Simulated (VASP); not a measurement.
# B (P6_3/mmc) in VASP: further runs

The runs below take B through single point, with PBE.

Everything below comes from runs of VASP 6.6.1. Logs are shortened: lines on timing, memory, paths and dates and some standing lists are left out, and cuts for length are marked.

**1. The cell of the first run**

Symmetry: P6_3/mmc, No. 194, hexagonal system. Conventional cell: a = 2.972 Å, b = 2.972 Å, c = 3.944 Å, α = 90.00°, β = 90.00°, γ = 120.00°. B (site symmetry -6m2) has 5 B at 1.72 to 1.97 Å within 2.3 Å. Within 2.3 Å of B (site symmetry -6m2) lie 3 B at 1.72 Å.

**2. Single point, PBE**

Input file INCAR:

```
SYSTEM = B
PREC = Accurate ; ENCUT = 520
EDIFF = 1E-7 ; ISMEAR = -1
SIGMA = 0.08 ; LREAL = .False.
LASPH = .True. ; NELM = 60
ALGO = Normal ; ISIF = 2
LWAVE = .False. ; LCHARG = .False.
GGA = PE ; NBANDS = 14
```

Input file KPOINTS:

```
regular mesh
0
Gamma
  14 14 5
  0 0 0
```

Input file POSCAR:

```
B
1.0
    2.9719610287      0.0000000000      0.0000000000
   -1.4859805143      2.5737937500      0.0000000000
    0.0000000000      0.0000000000      3.9442217886
B
4
Direct
    0.0000000000      0.0000000000      0.2500000000
    0.0000000000      0.0000000000      0.7500000000
    0.3333333333      0.6666666667      0.2500000000
    0.6666666667      0.3333333333      0.7500000000
```

Potentials or basis: VASP PAW PBE potentials, release 64 (B).

Launch:

```sh
$ cat potpaw_PBE.64/B/POTCAR > POTCAR
$ mpirun -np 1 vasp_std > vasp.out
```

OUTCAR:

```text
SYSTEM = B
   PREC = Accurate
   ENCUT = 520
   EDIFF = 1E-7
   ISMEAR = -1
   LREAL = .False.
   LASPH = .True.
   NELM = 60
   ISIF = 2
   GGA = PE

 ion  position               nearest neighbor table
   1  0.000  0.000  0.250-   3 1.72   3 1.72   3 1.72   2 1.97   2 1.97
   2  0.000  0.000  0.750-   4 1.72   4 1.72   4 1.72   1 1.97   1 1.97
   3  0.333  0.667  0.250-   1 1.72   1 1.72   1 1.72
   4  0.667  0.333  0.750-   2 1.72   2 1.72   2 1.72

  LATTYP: Found a hexagonal cell.
 ALAT       =     2.9719610287
 C/A-ratio  =     1.3271445186

  Lattice vectors:

 A1 = (   2.9719610287,   0.0000000000,   0.0000000000)
 A2 = (  -1.4859805143,   2.5737937500,   0.0000000000)
 A3 = (   0.0000000000,   0.0000000000,   3.9442217886)

Analysis of symmetry for initial positions (statically):
=====================================================================
 Subroutine PRICEL returns:
 Original cell was already a primitive cell.

 Routine SETGRP: Setting up the symmetry group for a
 hexagonal supercell.

 Subroutine GETGRP returns: Found 24 space group operations
 (whereof 12 operations were pure point group operations)
 out of a pool of 24 trial point group operations.

The static configuration has the point symmetry D_3d.
 The point group associated with its full space group is D_6h.

Analysis of symmetry for dynamics (positions and initial velocities):
=====================================================================
 Subroutine PRICEL returns:
 Original cell was already a primitive cell.

 Routine SETGRP: Setting up the symmetry group for a
 hexagonal supercell.

 Subroutine GETGRP returns: Found 24 space group operations
 (whereof 12 operations were pure point group operations)
 out of a pool of 24 trial point group operations.

The dynamic configuration has the point symmetry D_3d.
 The point group associated with its full space group is D_6h.

 Subroutine INISYM returns: Found 24 space group operations
 (whereof 12 operations are pure point group operations),
 and found     1 'primitive' translations

----------------------------------------------------------------------------------------

                                     Primitive cell

  volume of cell :      30.1702

  direct lattice vectors                    reciprocal lattice vectors
     2.971961029  0.000000000  0.000000000     0.336478167  0.194265760  0.000000000
    -1.485980514  2.573793750  0.000000000     0.000000000  0.388531521  0.000000000
     0.000000000  0.000000000  3.944221789     0.000000000  0.000000000  0.253535438

  length of vectors
     2.971961029  2.971961029  3.944221789     0.388531521  0.388531521  0.253535438

  position of ions in fractional coordinates (direct lattice)
     0.000000000  0.000000000  0.250000000
     0.000000000  0.000000000  0.750000000
     0.333333333  0.666666667  0.250000000
     0.666666667  0.333333333  0.750000000

  ion indices of the primitive-cell ions
   primitive index   ion index
                 1           1
                 2           2
                 3           3
                 4           4

----------------------------------------------------------------------------------------

 KPOINTS: regular mesh

Automatic generation of k-mesh.
 Grid dimensions read from file:
 generate k-points for:   14   14    5

 Generating k-lattice:

  Cartesian coordinates                     Fractional coordinates (reciprocal lattice)
     0.024034155  0.013876126  0.000000000     0.071428571  0.000000000  0.000000000
     0.000000000  0.027752251  0.000000000     0.000000000  0.071428571  0.000000000
     0.000000000  0.000000000  0.050707088     0.000000000  0.000000000  0.200000000

  Length of vectors
     0.027752251  0.027752251  0.050707088

  Shift w.r.t. Gamma in fractional coordinates (k-lattice)
     0.000000000  0.000000000  0.000000000

 Subroutine IBZKPT returns following result:
 ===========================================

 Found     72 irreducible k-points:

 Following reciprocal coordinates:
            Coordinates               Weight
  0.000000  0.000000  0.000000      1.000000
  0.071429 -0.000000  0.000000      6.000000
  0.142857  0.000000  0.000000      6.000000
  0.214286 -0.000000  0.000000      6.000000
  0.285714 -0.000000  0.000000      6.000000
  0.357143 -0.000000  0.000000      6.000000
[... 16 lines left out ...]
  0.285714  0.285714  0.000000      6.000000
  0.357143  0.285714  0.000000      6.000000
 [... further k-points ...]
   k-points           NKPTS =     72   k-points in BZ     NKDIM =     72   number of bands    NBANDS=     14
   number of dos      NEDOS =    301   number of ions     NIONS =      4
   total plane-waves  NPLWV =  17280
   dimension x,y,z NGX =    24 NGY =   24 NGZ =   30
   dimension x,y,z NGXF=    48 NGYF=   48 NGZF=   60
   ions per type =               4
   NGX,Y,Z   is equivalent  to a cutoff of  13.43, 13.43, 12.64 a.u.
   NGXF,Y,Z  is equivalent  to a cutoff of  26.85, 26.85, 25.29 a.u.
 SYSTEM =  B
   PREC   = accura    normal or accurate (medium, high low for compatibility)
   ISTART =      0    job   : 0-new  1-cont  2-samecut
   ICHARG =      2    charge: 1-file 2-atom 10-const
   ISPIN  =      1    spin polarized calculation?
   LNONCOLLINEAR =      F non collinear calculations
   LSORBIT =      F    spin-orbit coupling
   LASPH  =      T    aspherical Exc in radial PAW
   ENCUT  =  520.0 eV  38.22 Ry    6.18 a.u.   5.53  5.53  7.33*2*pi/ulx,y,z
   NELM   =     60;   NELMIN=  2; NELMDL= -5     # of ELM steps
   EDIFF  = 0.1E-06   stopping-criterion for ELM
   LREAL  =      F    real-space projection
   EDIFFG = 0.1E-05   stopping-criterion for IOM
   NSW    =      0    number of steps for IOM
   IBRION =     -1    ionic relax: 0-MD 1-quasi-New 2-CG
   NFREE  =      0    steps in history (QN), initial steepest desc. (CG)
   ISIF   =      2    stress and relaxation
   ISYM   =      2    0-nonsym 1-usesym 2-fastsym
   POTIM  = 0.5000    time-step for ionic-motion
   TEBEG  =    0.0;   TEEND  =   0.0 temperature during run
   PSTRESS=    0.0 pullay stress
   NELECT =      12.0000    total number of electrons
   NUPDOWN=      -1.0000    fix difference up-down
   EMIN   =  10.00;   EMAX   =-10.00  energy-range for DOS
   EFERMI =   0.00;   METHOD = LEGACY
   ISMEAR =    -1;   SIGMA  =   0.08  broadening in eV -4-tet -1-fermi 0-gaus
   EFERMI_NEDOS =   21; number of points for ismear=-14 and -15
   IALGO  =     38    algorithm
   IMIX   =      4    mixing-type and parameters
     AMIX     =   0.40;   BMIX     =  1.00
     AMIX_MAG =   1.60;   BMIX_MAG =  1.00
  volume/ion in A,a.u.               =       7.54        50.90
  Fermi-wavevector in a.u.,A,eV,Ry     =   1.203952  2.275139 19.721652  1.449501
  Thomas-Fermi vector in A             =   2.339691
   LORBIT       =      0    0 simple, 1 ext, 2 COOP (PROOUT), +10 PAW based schemes
   GGA     = PE    functional components
[... 5 lines left out ...]
 non-spin polarized calculation
  energy-cutoff  :      520.00
  volume of cell :       30.17
 maximum number of plane-waves:       855
 NGX is ok and might be reduce to    24

 number of electron      12.0000001 magnetization

 Free energy of the ion-electron system (eV)
  ---------------------------------------------------
  ext. energy  EPLUGINS =         0.00000000
  ---------------------------------------------------
  free energy    TOTEN  =       -23.23263815 eV

  energy without entropy =      -23.20456346  energy(sigma->0) =      -23.21860081

 E-fermi :   5.6316     XC(G=0): -11.6736

 val. band max:        5.5865414126   @ k =   0.3571   0.0714   0.2000
 cond. band min:       5.6333652292   @ k =   0.4286   0.0714   0.0000
 fundamental gap:      0.0468238167
 Fermi energy:         5.6315667700

 k-point     1 :       0.0000    0.0000    0.0000
  band No.  band energies     occupation
      1      -8.8613      2.00000
      2      -1.5378      2.00000
      3      -0.6033      2.00000
      4       5.1420      1.99561
      5       5.1420      1.99561
      6       6.9699      0.00000
      7       6.9699      0.00000
      8      13.3054      0.00000
      9      13.5677      0.00000
     10      13.6390      0.00000
     11      13.6390      0.00000
     12      13.7430      0.00000
     13      15.6614      0.00000
     14      15.6614      0.00000

 k-point     2 :       0.0714   -0.0000    0.0000
  band No.  band energies     occupation
      1      -8.7699      2.00000
      2      -1.4352      2.00000
      3      -0.5358      2.00000
      4       4.5269      2.00000
      5       4.7757      1.99995
      6       6.9572      0.00000
      7       7.1382      0.00000
      8      12.9600      0.00000
      9      13.1407      0.00000
     10      13.4440      0.00000
     11      13.7276      0.00000
     12      14.0768      0.00000
     13      16.0428      0.00000
     14      16.1497      0.00000

 k-point     3 :       0.1429    0.0000    0.0000
  band No.  band energies     occupation
      1      -8.4962      2.00000
      2      -1.1296      2.00000
      3      -0.3348      2.00000
      4       3.1748      2.00000
      5       4.0582      2.00000
      6       6.6753      0.00000
      7       7.2621      0.00000
      8      11.9855      0.00000
      9      12.1916      0.00000
     10      13.1143      0.00000
     11      14.2708      0.00000
     12      14.9616      0.00000
     13      16.7807      0.00000
     14      17.3213      0.00000
[... 324 lines left out ...]
 k-point    23 :       0.2857    0.2857    0.0000
  band No.  band energies     occupation
      1      -4.6366      2.00000
      2      -2.3509      2.00000
      3      -1.7168      2.00000
      4       2.5936      2.00000
      5       2.6072      2.00000
      6       4.2151      2.00000
      7       4.2539      2.00000
      8       6.7217      0.00000
      9       8.0349      0.00000
     10      15.3329      0.00000
     11      15.4413      0.00000
     12      19.5819      0.00000
     13      20.8401      0.00000
     14      22.2300      0.00000

 k-point    24 :       0.3571    0.2857    0.0000
  band No.  band energies     occupation
      1      -3.9232      2.00000
      2      -2.9858      2.00000
      3      -2.0192      2.00000
      4       2.9182      2.00000
      5       3.3484      2.00000
      6       3.4312      2.00000
      7       4.1713      2.00000
      8       6.5896      0.00001
      9       7.5911      0.00000
     10      15.2975      0.00000
     11      17.2943      0.00000
     12      17.7392      0.00000
     13      20.9304      0.00000
     14      22.2757      0.00000

 [... further k-points ...]
[... 5 lines left out ...]
  --------------------------------------------------------------------------------------
  -------------------------------------------------------------------------------------
  Total        1.1248850      1.1248850      1.1182549      0.0000000      0.0000000      0.0000000
  in kB       59.7366020     59.7366020     59.3845174      0.0000000      0.0000000      0.0000000
  external PRESSURE =      59.6192405 kB  Pullay stress =       0.0000000 kB

 VOLUME and BASIS-vectors are now :
 -----------------------------------------------------------------------------
  energy-cutoff  :      520.00
  volume of cell :       30.17
      direct lattice vectors                 reciprocal lattice vectors
     2.971961029  0.000000000  0.000000000     0.336478167  0.194265760  0.000000000
    -1.485980514  2.573793750  0.000000000     0.000000000  0.388531521  0.000000000
     0.000000000  0.000000000  3.944221789     0.000000000  0.000000000  0.253535438

 POSITION                                       TOTAL-FORCE (eV/Angst)
 -----------------------------------------------------------------------------------
      0.00000      0.00000      0.98606         0.000000     -0.000000      0.000000
      0.00000      0.00000      2.95817        -0.000000      0.000000      0.000000
     -0.00000      1.71586      0.98606        -0.000000      0.000000      0.000000
      1.48598      0.85793      2.95817         0.000000     -0.000000     -0.000000
 -----------------------------------------------------------------------------------
    total drift:                               -0.000000      0.000000     -0.000000

  FREE ENERGIE OF THE ION-ELECTRON SYSTEM (eV)
  ---------------------------------------------------
  free  energy   TOTEN  =       -23.2326381532 eV

  energy  without entropy=      -23.2045634632  energy(sigma->0) =      -23.21860081
```

It took 34 s on 1 thread of AMD EPYC 7R43 (Zen 3), shared host; peak memory 0.11 GiB.

Results:

- Free energy: -23.2326 eV
- Pressure: 6.0 GPa
- Band gap on the k mesh: zero (band 6 reaches 6.97 eV, above the bottom of band 7 at 4.17 eV)

**3. Single point, PBE**

Input file INCAR:

```
SYSTEM = B
  PREC = Accurate
  ENCUT = 520
  EDIFF = 1E-7
  ISMEAR = -1
  SIGMA = 0.08
  LREAL = .False.
  LASPH = .True.
  NELM = 80
  ALGO = Normal
  ISIF = 2
  LWAVE = .False.
  LCHARG = .False.
  GGA = PE
  NBANDS = 14
```

KPOINTS is that of step 2.

POSCAR: that of step 2 with these lines changed.

```diff
@@ -2,3 +2,3 @@
 1.0
-    2.9719610287      0.0000000000      0.0000000000
+    2.9719610288      0.0000000000      0.0000000000
    -1.4859805143      2.5737937500      0.0000000000
```

Potentials or basis: VASP PAW PBE potentials, release 64 (B).

Launch:

```sh
$ cat potpaw_PBE.64/B/POTCAR > POTCAR
$ mpirun -np 1 vasp_std > vasp.out
```

OUTCAR:

```text
SYSTEM = B
   PREC = Accurate
   ENCUT = 520
   EDIFF = 1E-7
   ISMEAR = -1
   LREAL = .False.
   LASPH = .True.
   NELM = 80
   ISIF = 2
   GGA = PE

 ion  position               nearest neighbor table
   1  0.000  0.000  0.250-   3 1.72   3 1.72   3 1.72   2 1.97   2 1.97
   2  0.000  0.000  0.750-   4 1.72   4 1.72   4 1.72   1 1.97   1 1.97
   3  0.333  0.667  0.250-   1 1.72   1 1.72   1 1.72
   4  0.667  0.333  0.750-   2 1.72   2 1.72   2 1.72

  LATTYP: Found a hexagonal cell.
 ALAT       =     2.9719610288
[... 601 lines left out ...]
     14      22.2757      0.00000

 [... further k-points ...]
[... 5 lines left out ...]
  --------------------------------------------------------------------------------------
  -------------------------------------------------------------------------------------
  Total        1.1248850      1.1248850      1.1182549      0.0000000     -0.0000000      0.0000000
  in kB       59.7366019     59.7366019     59.3845173      0.0000000     -0.0000000      0.0000000
  external PRESSURE =      59.6192404 kB  Pullay stress =       0.0000000 kB

 VOLUME and BASIS-vectors are now :
 -----------------------------------------------------------------------------
  energy-cutoff  :      520.00
  volume of cell :       30.17
      direct lattice vectors                 reciprocal lattice vectors
     2.971961029  0.000000000  0.000000000     0.336478167  0.194265760  0.000000000
    -1.485980514  2.573793750  0.000000000     0.000000000  0.388531521  0.000000000
     0.000000000  0.000000000  3.944221789     0.000000000  0.000000000  0.253535438

 POSITION                                       TOTAL-FORCE (eV/Angst)
 -----------------------------------------------------------------------------------
      0.00000      0.00000      0.98606        -0.000000      0.000000      0.000000
      0.00000      0.00000      2.95817         0.000000     -0.000000      0.000000
     -0.00000      1.71586      0.98606        -0.000000      0.000000      0.000000
      1.48598      0.85793      2.95817         0.000000     -0.000000     -0.000000
 -----------------------------------------------------------------------------------
    total drift:                               -0.000000      0.000000     -0.000000

  FREE ENERGIE OF THE ION-ELECTRON SYSTEM (eV)
  ---------------------------------------------------
  free  energy   TOTEN  =       -23.2326381536 eV

  energy  without entropy=      -23.2045634636  energy(sigma->0) =      -23.21860081
```

Wall time 36 s (1 thread of AMD EPYC 7R43 (Zen 3), shared host); peak memory 0.11 GiB.

Results:

```
Free energy            : -23.2326 eV
Pressure               : 6.0 GPa
Band gap on the k mesh : zero (band 6 reaches 6.97 eV, above the bottom of band 7 at 4.17 eV)
```

**4. Single point, PBE**

This run uses another cell than the first one: it holds 2 atoms, not 4.

Input file INCAR:

```
SYSTEM = B
PREC = Accurate
ENCUT = 520
EDIFF = 1E-6
ISMEAR = -1
SIGMA = 0.08
LREAL = .False.
LASPH = .True.
NELM = 60
ALGO = Normal
ISIF = 2
LWAVE = .False.
LCHARG = .False.
GGA = PE
NBANDS = 10
```

Input file KPOINTS:

```
Automatic mesh
0
Gamma
  21 21 11
  0 0 0
```

Input file POSCAR:

```
B
1.0
    1.6986305503      0.0000000000      0.0000000000
   -0.8493152752      1.4710572082      0.0000000000
    0.0000000000      0.0000000000      6.6116802173
B
2
Direct
    0.3333333333      0.6666666667      0.2500000000
    0.6666666667      0.3333333333      0.7500000000
```

Launch:

```sh
$ cat potpaw_PBE.64/B/POTCAR > POTCAR
$ mpirun -np 1 vasp_std > vasp.out
```

Run time: 18 s. Hardware: 1 thread of AMD EPYC 9R45 (Zen 5), shared host; peak memory 0.12 GiB.

It converged, with:

```yaml
Free_energy: -11.9456 eV
Pressure: 5.8 GPa
Band_gap_on_the_k_mesh: zero (band 3 reaches 9.20 eV, above the bottom of band 4 at -1.45 eV)
```

Levels at points of the mesh, in eV from the Fermi level:
```csv
k point,band 1,band 2,band 3,band 4,band 5,band 6,band 7,band 8
"(0.00, 0.00, 0.00)",-17.64,-17.01,-9.36,-6.34,2.89,11.55,17.29,24.90
```

Caveat: this functional lacks dispersion, which binds the layers, so the pressure and a relaxed spacing across them are unreliable.

**5. Single point, PBE**

This run uses another cell than the first one: it holds 2 atoms, not 4.

Input file INCAR:

```
PREC = Accurate ; ENCUT = 520
EDIFF = 1E-6 ; ISMEAR = -1
SIGMA = 0.08 ; LREAL = F
LASPH = T ; NELM = 80
ALGO = Normal ; ISIF = 2
LWAVE = F ; LCHARG = F
GGA = PE ; NBANDS = 10
```

Input file KPOINTS:

```
Automatic mesh
0
Gamma
  21 21 11
```

Input file POSCAR:

```
B
1.0
    1.6985157438      0.0000000000      0.0000000000
   -0.8492578719      1.4709577828      0.0000000000
    0.0000000000      0.0000000000      6.6143363845
B
2
Direct
    0.3333333333      0.6666666667      0.2500000000
    0.6666666667      0.3333333333      0.7500000000
```

Launch:

```sh
$ cat potpaw_PBE.64/B/POTCAR > POTCAR
$ mpirun -np 1 vasp_std > vasp.out
```

It took 18 s on 1 thread of AMD EPYC 9R45 (Zen 5), shared host; peak memory 0.12 GiB.

The run converged. Its results:

- Free energy: -11.9458 eV
- Pressure: 5.9 GPa
- Band gap on the k mesh: zero (band 3 reaches 9.20 eV, above the bottom of band 4 at -1.45 eV)

Stress tensor (GPa, compression positive):
```
5.92 0.00 0.00
0.00 5.92 0.00
0.00 0.00 5.77
```

Levels at points of the mesh, in eV from the Fermi level:
```tsv
k point	band 1	band 2	band 3	band 4	band 5	band 6	band 7
(0.00, 0.00, 0.00)	-17.65	-17.02	-9.36	-6.34	2.89	11.54	17.27
```

Caveat: this functional lacks dispersion, which binds the layers, so the pressure and a relaxed spacing across them are unreliable.

**6. Summary**

| cell | k mesh | gap on the mesh (eV) | pressure (GPa) |
| --- | --- | --- | --- |
| a = 2.972, b = 2.972, c = 3.944 Å, angles 90.0, 90.0, 120.0°, 4 atoms | 14 × 14 × 5 | none | 6.0 |
| a = 1.699, b = 1.699, c = 6.612 Å, angles 90.0, 90.0, 120.0°, 2 atoms | 21 × 21 × 11 | none | 5.8 |
| a = 1.699, b = 1.699, c = 6.614 Å, angles 90.0, 90.0, 120.0°, 2 atoms | 21 × 21 × 11 | none | 5.9 |

Alike in all rows: task single point; level PBE; potentials or basis VASP PAW PBE potentials, release 64 (B); no spin polarisation; cutoff (eV) 520; smearing fermi-dirac 0.08 eV.

Caveats: this functional lacks dispersion, which binds the layers, so the pressure and a relaxed spacing across them are unreliable (some runs).

Absolute energies hang on the potentials; compare differences alone.
